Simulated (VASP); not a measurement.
# Be2ZnSe3 (P3m1) in VASP: relaxation of cell and atoms with PBE

Aim: the relaxation of cell and atoms of Be2ZnSe3 with PBE.

Program: VASP 6.6.1. These are calculated values, not measurements. Logs are shortened: lines on timing, memory, paths and dates and some standing lists are left out, and cuts for length are marked.

## 1. The cell of the first run

It takes space group P3m1 (No. 156, trigonal). The conventional cell has a = 3.791 Å, b = 3.791 Å, c = 9.339 Å, α = 90.00°, β = 90.00°, γ = 120.00°. Be (site symmetry 3m) has 4 Se at 2.23 to 2.30 Å within 2.9 Å. Be (site symmetry 3m) has 4 Se at 2.24 to 2.30 Å within 3.0 Å. Zn (site symmetry 3m) has 4 Se at 2.41 to 2.46 Å within 3.2 Å. Se (site symmetry 3m) has 1 Be at 2.23 Å and 3 Zn at 2.41 Å within 2.9 Å. Within 3.0 Å of Se (site symmetry 3m) lie 4 Be at 2.24 to 2.30 Å. Within 3.0 Å of Se (site symmetry 3m) lie 3 Be at 2.30 Å and 1 Zn at 2.46 Å.

## 2. Relaxation of cell and atoms, PBE

The input, INCAR:

```
ALGO     = Normal         # electronic algorithm
EDIFF    = 1E-7           # SCF threshold, eV
EDIFFG   = -0.01          # ionic threshold
ENCUT    = 600            # plane-wave cutoff, eV
GGA      = PE             # functional
IBRION   = 2              # ionic algorithm
ISIF     = 3              # what is computed and relaxed
ISMEAR   = 0              # smearing method
LASPH    = True           # aspherical terms in the spheres
LCHARG   = False          # write CHGCAR
LREAL    = False          # projectors in reciprocal space
LWAVE    = False          # write WAVECAR
NELM     = 60             # most SCF steps
NSW      = 100            # ionic steps
PREC     = Accurate       # precision mode
SIGMA    = 0.02           # smearing width, eV
```

The input, KPOINTS:

```
k-points
0
Gamma
  12 12 4
```

The input, POSCAR:

```
Be2ZnSe3
1.0
    3.7906794935      0.0000000000      0.0000000000
   -1.8953397467      3.2828247390      0.0000000000
    0.0000000000      0.0000000000      9.3387163999
Be Zn Se
2 1 3
Direct
    0.6666666667      0.3333333333      0.3419030771
    0.3333333333      0.6666666667      0.6576512375
    0.0000000000      0.0000000000      0.9964381686
    0.6666666667      0.3333333333      0.1032835116
    0.3333333333      0.6666666667      0.4176109301
    0.0000000000      0.0000000000      0.7331130752
```

Potentials or basis: VASP PAW PBE potentials, release 64 (Be, Zn, Se).

The run is started by

```console
cat potpaw_PBE.64/Be/POTCAR potpaw_PBE.64/Zn/POTCAR potpaw_PBE.64/Se/POTCAR > POTCAR
mpirun -np 1 vasp_std > vasp.out
```

OUTCAR:

```text
EDIFF = 1E-7
   EDIFFG = -0.01
   ENCUT = 600
   GGA = PE
   IBRION = 2
   ISIF = 3
   ISMEAR = 0
   LASPH = True
   LREAL = False
   NELM = 60
   NSW = 100
   PREC = Accurate

 ion  position               nearest neighbor table
   1  0.667  0.333  0.342-   4 2.23   5 2.30   5 2.30   5 2.30
   2  0.333  0.667  0.658-   5 2.24   6 2.30   6 2.30   6 2.30
   3  0.000  0.000  0.996-   4 2.41   4 2.41   4 2.41   6 2.46
   4  0.667  0.333  0.103-   1 2.23   3 2.41   3 2.41   3 2.41
   5  0.333  0.667  0.418-   2 2.24   1 2.30   1 2.30   1 2.30
   6  0.000  0.000  0.733-   2 2.30   2 2.30   2 2.30   3 2.46

  LATTYP: Found a hexagonal cell.
 ALAT       =     3.7906794935
 C/A-ratio  =     2.4635995778

  Lattice vectors:

 A1 = (   3.7906794935,   0.0000000000,   0.0000000000)
 A2 = (  -1.8953397467,   3.2828247390,   0.0000000000)
 A3 = (   0.0000000000,   0.0000000000,   9.3387163999)

Analysis of symmetry for initial positions (statically):
=====================================================================
 Subroutine PRICEL returns:
 Original cell was already a primitive cell.

 Routine SETGRP: Setting up the symmetry group for a
 hexagonal supercell.

 Subroutine GETGRP returns: Found  6 space group operations
 (whereof  6 operations were pure point group operations)
 out of a pool of 24 trial point group operations.

The static configuration has the point symmetry C_3v.

Analysis of symmetry for dynamics (positions and initial velocities):
=====================================================================
 Subroutine PRICEL returns:
 Original cell was already a primitive cell.

 Routine SETGRP: Setting up the symmetry group for a
 hexagonal supercell.

 Subroutine GETGRP returns: Found  6 space group operations
 (whereof  6 operations were pure point group operations)
 out of a pool of 24 trial point group operations.

The dynamic configuration has the point symmetry C_3v.

 Subroutine INISYM returns: Found  6 space group operations
 (whereof  6 operations are pure point group operations),
 and found     1 'primitive' translations

----------------------------------------------------------------------------------------

                                     Primitive cell

  volume of cell :     116.2123

  direct lattice vectors                    reciprocal lattice vectors
     3.790679493  0.000000000  0.000000000     0.263804946  0.152307857  0.000000000
    -1.895339747  3.282824739  0.000000000     0.000000000  0.304615713  0.000000000
     0.000000000  0.000000000  9.338716400     0.000000000  0.000000000  0.107081097

  length of vectors
     3.790679493  3.790679493  9.338716400     0.304615713  0.304615713  0.107081097

  position of ions in fractional coordinates (direct lattice)
     0.666666667  0.333333333  0.341903077
     0.333333333  0.666666667  0.657651237
     0.000000000  0.000000000  0.996438169
     0.666666667  0.333333333  0.103283512
     0.333333333  0.666666667  0.417610930
     0.000000000  0.000000000  0.733113075

  ion indices of the primitive-cell ions
   primitive index   ion index
                 1           1
                 2           2
                 3           3
                 4           4
                 5           5
                 6           6

----------------------------------------------------------------------------------------

 KPOINTS: k-points

Automatic generation of k-mesh.
 Grid dimensions read from file:
 generate k-points for:   12   12    4

 Generating k-lattice:

[... 69 lines left out ...]
   POTIM  = 0.5000    time-step for ionic-motion
   TEBEG  =    0.0;   TEEND  =   0.0 temperature during run
   PSTRESS=    0.0 pullay stress
   NELECT =      34.0000    total number of electrons
   NUPDOWN=      -1.0000    fix difference up-down
   EMIN   =  10.00;   EMAX   =-10.00  energy-range for DOS
   EFERMI =   0.00;   METHOD = LEGACY
   ISMEAR =     0;   SIGMA  =   0.02  broadening in eV -4-tet -1-fermi 0-gaus
   EFERMI_NEDOS =   21; number of points for ismear=-14 and -15
   IALGO  =     38    algorithm
   IMIX   =      4    mixing-type and parameters
     AMIX     =   0.40;   BMIX     =  1.00
     AMIX_MAG =   1.60;   BMIX_MAG =  1.00
  volume/ion in A,a.u.               =      19.37       130.71
  Fermi-wavevector in a.u.,A,eV,Ry     =   1.086802  2.053758 16.070370  1.181139
  Thomas-Fermi vector in A             =   2.222947
   LORBIT       =      0    0 simple, 1 ext, 2 COOP (PROOUT), +10 PAW based schemes
   GGA     = PE    functional components
   LHFCALC =     F    Hartree Fock is set to
   AEXX    =    0.0000 exact exchange contribution
   IVDW    =     0    specifies the selected vdW correction
   LEPSILON=     F    determine dielectric tensor
   LRPA    =     F    only Hartree local field effects (RPA)
 conjugate gradient relaxation of ions
 non-spin polarized calculation
 Gauss-broadening in eV      SIGMA  =   0.02
  energy-cutoff  :      600.00
  volume of cell :      116.21
 maximum number of plane-waves:      3910
   NGX = 15   NGY = 15   NGZ = 37

--------------------------------------- Ionic step        1  -------------------------------------------

 number of electron      34.0000008 magnetization

 Free energy of the ion-electron system (eV)
  ---------------------------------------------------
  ext. energy  EPLUGINS =         0.00000000
  ---------------------------------------------------
  free energy    TOTEN  =       -23.49364151 eV

  energy without entropy =      -23.49364151  energy(sigma->0) =      -23.49364151

------------------------ aborting loop because EDIFF is reached ----------------------------------------

  FORCE on cell =-STRESS in cart. coord.  units (eV):
  Direction    XX          YY          ZZ          XY          YZ          ZX
  --------------------------------------------------------------------------------------
  -------------------------------------------------------------------------------------
  Total        0.1338099      0.1338099      0.1166010      0.0000000      0.0000000      0.0000000
  in kB        1.8447902      1.8447902      1.6075367      0.0000000      0.0000000      0.0000000
  external PRESSURE =       1.7657057 kB  Pullay stress =       0.0000000 kB

 VOLUME and BASIS-vectors are now :
 -----------------------------------------------------------------------------
  energy-cutoff  :      600.00
  volume of cell :      116.21
      direct lattice vectors                 reciprocal lattice vectors
     3.790679493  0.000000000  0.000000000     0.263804946  0.152307857  0.000000000
    -1.895339747  3.282824739  0.000000000     0.000000000  0.304615713  0.000000000
     0.000000000  0.000000000  9.338716400     0.000000000  0.000000000  0.107081097

 POSITION                                       TOTAL-FORCE (eV/Angst)
 -----------------------------------------------------------------------------------
      1.89534      1.09427      3.19294        -0.000000     -0.000000     -0.012496
     -0.00000      2.18855      6.14162         0.000000      0.000000     -0.004733
      0.00000      0.00000      9.30545         0.000000      0.000000     -0.010189
      1.89534      1.09427      0.96454         0.000000     -0.000000      0.029233
     -0.00000      2.18855      3.89995         0.000000      0.000000      0.006635
      0.00000      0.00000      6.84634        -0.000000      0.000000     -0.008451
 -----------------------------------------------------------------------------------
    total drift:                               -0.000000      0.000000     -0.000208

  FREE ENERGIE OF THE ION-ELECTRON SYSTEM (eV)
  ---------------------------------------------------
  free  energy   TOTEN  =       -23.4936415094 eV

  energy  without entropy=      -23.4936415094  energy(sigma->0) =      -23.49364151

--------------------------------------- Ionic step        2  -------------------------------------------

 number of electron      34.0000009 magnetization

 Free energy of the ion-electron system (eV)
  ---------------------------------------------------
  ext. energy  EPLUGINS =         0.00000000
  ---------------------------------------------------
  free energy    TOTEN  =       -23.49381802 eV

  energy without entropy =      -23.49381802  energy(sigma->0) =      -23.49381802

 E-fermi :   2.9067     XC(G=0):  -9.2959

 val. band max:        2.7719933988   @ k =   0.0000   0.0000   0.0000
 cond. band min:       5.1354333562   @ k =   0.5000  -0.0000   0.0000
 fundamental gap:      2.3634399574
 Fermi energy:         2.9067128308

 k-point     1 :       0.0000    0.0000    0.0000
  band No.  band energies     occupation
      1     -10.9838      2.00000
      2     -10.3128      2.00000
      3     -10.1000      2.00000
      4      -3.8956      2.00000
      5      -3.8763      2.00000
      6      -3.8763      2.00000
[... 565 lines left out ...]
     20       7.0201      0.00000
     21       7.7384      0.00000

 [... further k-points ...]

------------------------ aborting loop because EDIFF is reached ----------------------------------------

  FORCE on cell =-STRESS in cart. coord.  units (eV):
  Direction    XX          YY          ZZ          XY          YZ          ZX
  --------------------------------------------------------------------------------------
  -------------------------------------------------------------------------------------
  Total       -0.0313185     -0.0313185     -0.0205528     -0.0000000      0.0000000      0.0000000
  in kB       -0.4304466     -0.4304466     -0.2824803     -0.0000000      0.0000000      0.0000000
  external PRESSURE =      -0.3811245 kB  Pullay stress =       0.0000000 kB

 VOLUME and BASIS-vectors are now :
 -----------------------------------------------------------------------------
  energy-cutoff  :      600.00
  volume of cell :      116.57
      direct lattice vectors                 reciprocal lattice vectors
     3.794757852  0.000000000  0.000000000     0.263521426  0.152144166 -0.000000000
    -1.897378926  3.286356701 -0.000000000    -0.000000000  0.304288332 -0.000000000
    -0.000000000  0.000000000  9.347471667    -0.000000000  0.000000000  0.106980800

 POSITION                                       TOTAL-FORCE (eV/Angst)
 -----------------------------------------------------------------------------------
      1.89738      1.09545      3.19533         0.000000     -0.000000     -0.002855
     -0.00000      2.19090      6.14715         0.000000     -0.000000     -0.007151
     -0.00000      0.00000      9.31369        -0.000000      0.000000      0.003620
      1.89738      1.09545      0.96685        -0.000000      0.000000      0.004196
     -0.00000      2.19090      3.90393        -0.000000      0.000000      0.005345
      3.79476      0.00000      6.85235         0.000000     -0.000000     -0.003156
 -----------------------------------------------------------------------------------
    total drift:                               -0.000000      0.000000     -0.000321

  FREE ENERGIE OF THE ION-ELECTRON SYSTEM (eV)
  ---------------------------------------------------
  free  energy   TOTEN  =       -23.4938180178 eV

  energy  without entropy=      -23.4938180178  energy(sigma->0) =      -23.49381802

 reached required accuracy - stopping structural energy minimisation
```

Wall time 9.6 min (1 thread of Intel Xeon 8259CL, shared host); peak memory 0.41 GiB.

Results:

```yaml
Free_energy: -23.4938 eV
Relaxed_volume: 19.43 Å³/atom
Relaxed_cell: a = 3.795 Å, b = 3.795 Å, c = 9.347 Å, α = 90.00°, β = 90.00°, γ = 120.00°
Space_group_after_relaxing_to_0.1_Å: P3m1 (No. 156)
Energy_gained_by_relaxing: 0.0 meV/atom
Ionic_steps: 2
Pressure_after_relaxing: 0.0 GPa
Largest_force_after_relaxing: 0.007 eV/Å
Band_gap_on_the_k_mesh: 2.36 eV (least direct gap 2.51 eV)
```

Forces on the atoms (eV/Å):
```
Be   0.000  0.000 -0.003
Be   0.000  0.000 -0.007
Zn   0.000  0.000  0.004
Se   0.000  0.000  0.004
Se   0.000  0.000  0.005
Se   0.000  0.000 -0.003
```

Step by step:
```csv
step,energy change (eV),largest force (eV/Å),pressure (GPa),volume (Å³)
1,0.0000,0.0292,0.18,116.21
2,-0.0002,0.0072,-0.04,116.57
```

Final structure:
```xyz
6
Lattice="3.7948 0.0000 0.0000 -1.8974 3.2864 0.0000 0.0000 0.0000 9.3475" Properties=species:S:1:pos:R:3 pbc="T T T"
Be    1.8974    1.0955    3.1953
Be    0.0000    2.1909    6.1471
Zn    0.0000    0.0000    9.3137
Se    1.8974    1.0955    0.9669
Se    0.0000    2.1909    3.9039
Se    3.7948    0.0000    6.8523
```
